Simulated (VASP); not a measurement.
Runs of VASP 6.6.1 on BN. The structure is that of space group P6_3/mmc (No. 194), or close to it. The cells are those of the table. 

```csv
cell,gap on the mesh (eV),pressure (GPa)
"a = 2.504, b = 2.504, c = 6.994 Å, angles 90.0, 90.0, 120.0°, 4 atoms",4.25,0.4
"a = 2.629, b = 2.629, c = 6.828 Å, angles 90.0, 90.0, 120.0°, 4 atoms",3.96,(b)
"a = 2.504, b = 2.504, c = 6.495 Å, angles 90.0, 90.0, 120.0°, 4 atoms",4.11,1.0
"a = 2.504, b = 2.504, c = 6.328 Å, angles 90.0, 90.0, 120.0°, 4 atoms",4.05,(a)
"a = 2.567, b = 2.567, c = 6.661 Å, angles 90.0, 90.0, 120.0°, 4 atoms",4.04,-15.3
"a = 2.567, b = 2.567, c = 6.994 Å, angles 90.0, 90.0, 120.0°, 4 atoms",4.13,-14.9
"a = 2.629, b = 2.629, c = 6.495 Å, angles 90.0, 90.0, 120.0°, 4 atoms",3.85,-28.3
"a = 2.441, b = 2.441, c = 6.994 Å, angles 90.0, 90.0, 120.0°, 4 atoms",4.38,19.8
```

Alike in all rows: task single point; level PBEsol; potentials or basis VASP PAW PBE potentials, release 64 (B, N); no spin polarisation; k mesh 12 × 12 × 4; cutoff (eV) 520; smearing gaussian 0.05 eV.

Question: Fill in the values left out.

Answer: (a) 1.4; (b) -27.3.

Caveats: the PAW data sets were made with another functional, which shifts forces and pressure a little; this functional lacks dispersion, which binds the layers, so the pressure and a relaxed spacing across them are unreliable.

A k mesh can miss the band edges.
